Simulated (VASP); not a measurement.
Runs of VASP 6.6.1 on F. The structure is that of space group Pm-3m (No. 221), or close to it. The cells are those of the table. 

| task | cell | cutoff (eV) | k mesh for the DOS | occupations for the DOS | gap on the mesh (eV) | pressure (GPa) |
| --- | --- | --- | --- | --- | --- | --- |
| single point | a = 1.614 Å, 1 atom | 520 | - | - | none | 558.6 |
| single point | a = 2.191 Å, 1 atom | 520 | - | - | none | -0.8 |
| relaxation of cell and atoms | relaxed from a = 2.412 Å, 1 atom | 600 | - | - | none | -0.1 |
| single point | a = 1.848 Å, 1 atom | 520 | - | - | none | 118.3 |
| single point | a = 2.115 Å, 1 atom | 520 | - | - | none | (b) |
| single point | a = 1.945 Å, 1 atom | 520 | - | - | none | (a) |

Alike in all rows: level PBE; potentials or basis VASP PAW PBE potentials, release 64 (F); no spin polarisation; k mesh 17 × 17 × 17; smearing fermi-dirac 0.05 eV.

Q: Fill in the values left out.

A: (a) 55.6; (b) 7.8.

Caveats: an odd number of electrons without spin polarisation forces a metal; a magnetic or distorted state may lie lower.

A gap of «none» marks levels without a gap at the run's occupations.
